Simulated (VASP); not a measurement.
HfSiO4, 6 atoms in the cell. It takes space group F222 (No. 22, orthorhombic). Conventional cell: a = 5.149 Å, b = 6.811 Å, c = 7.985 Å, α = 90.00°, β = 90.00°, γ = 90.00°. Within 2.9 Å of Hf (site symmetry 222) lie 8 O at 2.16 to 2.38 Å. Si (site symmetry 222) has 4 O at 1.67 to 1.70 Å within 2.2 Å. Within 2.2 Å of O (site symmetry 2) lie 1 Si at 1.67 Å. O (site symmetry 2) has 1 Si at 1.70 Å and 2 Hf at 2.16 Å within 2.3 Å. 

| Item | Value |
| --- | --- |
| Program | VASP 6.6.1 |
| Task | relaxation of cell and atoms |
| Functional | PBE |
| Potentials or basis | VASP PAW PBE potentials, release 64 (Hf_pv, Si, O) |
| Cutoff | 600 eV |
| k mesh | 6 × 6 × 6 |
| Occupations | gaussian, width 0.1 eV |
| Spin | no spin polarisation |
| Dipole correction | no |
| Further INCAR settings | ALGO = Normal; EDIFF = 1e-06; IBRION = 2; EDIFFG = -0.04; NSW = 90; ISIF = 3 |

Potentials or basis: VASP PAW PBE potentials, release 64 (Hf_pv, Si, O).

Run with:

```console
$ cat potpaw_PBE.64/Hf_pv/POTCAR potpaw_PBE.64/Si/POTCAR potpaw_PBE.64/O/POTCAR > POTCAR
$ mpirun -np 1 vasp_std > vasp.out
```

Hardware: 1 thread of Intel Xeon 6975P-C (shared host).

Task: How long does it take, and how much memory?

Result: It took 7 min on 1 thread of Intel Xeon 6975P-C, on a shared host, peak memory 0.29 GiB. Counts: scf iterations 55, k points 46, ion steps 7.
